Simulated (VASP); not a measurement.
Set up this calculation in VASP 6.6.1, as the native input.

```yaml
Task: single point
Functional: LDA
Potentials_or_basis: VASP PAW LDA potentials, release 64 (Mg, O)
Cutoff: 520 eV
k_mesh: 10 × 10 × 10
Occupations: gaussian, width 0.01 eV
Spin: no spin polarisation
Dipole_correction: no
Further_INCAR_settings: ALGO = Normal; EDIFF = 1e-06; NBANDS = 11
```

The structure of MgO lies in POSCAR:

```
MgO
1.0
    0.0000000000      2.0438260750      2.0438260750
    2.0438260750      0.0000000000      2.0438260750
    2.0438260750      2.0438260750      0.0000000000
Mg O
1 1
Direct
    0.0000000000      0.0000000000      0.0000000000
    0.5000000000      0.5000000000      0.5000000000
```

The input as run:

INCAR

```
SYSTEM = MgO
ALGO = Normal
EDIFF = 1E-6
ENCUT = 520
GGA = CA
ISIF = 2
ISMEAR = 0
LASPH = .TRUE.
LCHARG = .FALSE.
LREAL = .FALSE.
LWAVE = .FALSE.
NBANDS = 11
NELM = 80
PREC = Accurate
SIGMA = 0.01
```

KPOINTS

```
k-points
0
G
  10 10 10
  0 0 0
```

Potentials or basis: VASP PAW LDA potentials, release 64 (Mg, O).

Command:

```bash
$ cat potpaw_LDA.64/Mg/POTCAR potpaw_LDA.64/O/POTCAR > POTCAR
$ mpirun -np 1 vasp_std > vasp.out
```

It gave:

```json
{
  "Pressure": "8.3 GPa",
  "Band gap on the k mesh": "5.59 eV, direct"
}
```

Run time: 5 s on 1 thread of AMD EPYC 9R45 96-Core Processor (Zen 5) (shared host), peak memory 0.1 GiB.
